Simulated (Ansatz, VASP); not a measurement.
SiC: VASP beside Ansatz

File INCAR:

```
  PREC = Accurate
  ENCUT = 520
  EDIFF = 1E-6
  ISMEAR = 0
  SIGMA = 0.05
  LREAL = False
  LASPH = True
  NELM = 100
  ALGO = Normal
  ISIF = 2
  LWAVE = False
  LCHARG = False
  GGA = PS
  NBANDS = 26
```

The input KPOINTS:

```
regular mesh
0
Gamma
  12 12 4
```

Contents of POSCAR:

```
SiC
1.0
    3.0780670561      0.0000000000      0.0000000000
   -1.5390335280      2.6656842651      0.0000000000
    0.0000000000      0.0000000000     10.0758090271
Si C
4 4
Direct
    0.6683738625      0.3333333333      0.9351481561
    0.3316261375      0.6666666667      0.4405075273
    0.0017618921      0.0000000000      0.6891826256
   -0.0017618921      0.0000000000      0.1866120730
    0.6617934785      0.3333333333      0.7491046490
    0.3382065215      0.6666666667      0.2505336878
    0.0037109680      0.0000000000      0.5028956706
   -0.0037109680      0.0000000000     -0.0019863894
```

Input for Ansatz:

```yaml
crystal:
  lattice:
    - [3.0780670561, 0.0, 0.0]
    - [-1.539033528, 2.6656842651, 0.0]
    - [0.0, 0.0, 10.0758090271]
  atoms:
    - { symbol: Si, position: [0.6683738625, 0.3333333333, 0.9351481561] }
    - { symbol: Si, position: [0.3316261375, 0.6666666667, 0.4405075273] }
    - { symbol: Si, position: [0.0017618921, 0.0, 0.6891826256] }
    - { symbol: Si, position: [-0.0017618921, 0.0, 0.186612073] }
    - { symbol: C, position: [0.6617934785, 0.3333333333, 0.749104649] }
    - { symbol: C, position: [0.3382065215, 0.6666666667, 0.2505336878] }
    - { symbol: C, position: [0.003710968, 0.0, 0.5028956706] }
    - { symbol: C, position: [-0.003710968, 0.0, -0.0019863894] }
basis:
  ecutwfc: 520.0
kpoints:
  mp_grid: { grid: [12, 12, 4] }
hamiltonian:
  xc: pbesol
  pseudopotentials: { kind: paw, azcp: { folder: soft_1 } }
scf:
  occupations: { method: gaussian, width: 0.05 }
output:
  forces: true
  stress: true
  eigenvalues: true
```

Change from the starting cell: mode 10 frozen in at -0.027 Å and mode 18 at -0.015 Å (largest displacements).

Alike in both runs: task single point; functional PBEsol; k mesh 12 × 12 × 4; occupations gaussian, width 0.05 eV; no spin polarisation.

|  | VASP | Ansatz |
| --- | --- | --- |
| version | VASP 6.6.1 | Ansatz 0.2.0 |
| potentials or method | VASP PAW PBE potentials, release 64 (Si, C), cutoff 520 eV | scalar-relativistic, plane waves, PAW |
| valence electrons in the cell | 32 | 32 |

```tsv
	VASP	Ansatz	Ansatz less VASP
gap on the k mesh at the Fermi level (eV)	2.06	2.06	+0.008
least direct gap on the mesh (eV)	3.20	3.21	+0.011
pressure (GPa)	0.5	0.1	-0.35
traceless stress, the component that is largest in VASP (GPa)	0.26	0.26	-0.003
rms of the force components (eV/Å)	0.249	0.248	-0.0007
```

VASP's potentials were made for PBE, not for PBEsol, and Ansatz warns of the same on its side. Atom by atom the forces differ by 0.001 eV/Å (rms over components). With one functional, cell and mesh, what is left measures potentials, basis and numerics.
